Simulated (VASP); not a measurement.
Runs of VASP 6.6.1 on SiNi. The structure is that of space group Pnma (No. 62), or close to it. The cells are those of the table. 

| level | potentials or basis | cell | k mesh | gap on the mesh (eV) | pressure (GPa) | moment (μB) | largest force (eV/Å) |
| --- | --- | --- | --- | --- | --- | --- | --- |
| PBEsol | VASP PAW PBE potentials, release 64 (Ni, Si) | a = 5.121, b = 3.305, c = 5.605 Å, 8 atoms | 5 × 7 × 4 | none | -0.5 | 0.00 | 0.05 |
| LDA | VASP PAW LDA potentials, release 64 (Ni, Si) | a = 5.127, b = 3.268, c = 5.499 Å, 8 atoms | 4 × 6 × 4 | none | (b) | 0.00 | 0.02 |
| PBEsol | VASP PAW PBE potentials, release 64 (Ni, Si) | a = 5.173, b = 3.338, c = 5.605 Å, 8 atoms | 5 × 7 × 4 | none | -4.2 | 0.00 | (a) |
| PBE | VASP PAW PBE potentials, release 64 (Ni, Si) | a = 5.262, b = 3.270, c = 5.680 Å, 8 atoms | 4 × 6 × 4 | none | 0.1 | 0.00 | 0.01 |
| PBE | VASP PAW PBE potentials, release 64 (Ni, Si) | a = 5.128, b = 3.401, c = 5.604 Å, 8 atoms | 5 × 8 × 5 | none | 0.1 | 0.00 | 0.01 |

Alike in all rows: task single point; spin collinear, ferromagnetic start; cutoff (eV) 520; smearing fermi-dirac 0.05 eV.

Q: Fill in the values left out.

A: (a) 0.07; (b) 0.3.

Caveats: the PAW data sets were made with another functional, which shifts forces and pressure a little (some runs).

A gap of «none» marks levels without a gap at the run's occupations.
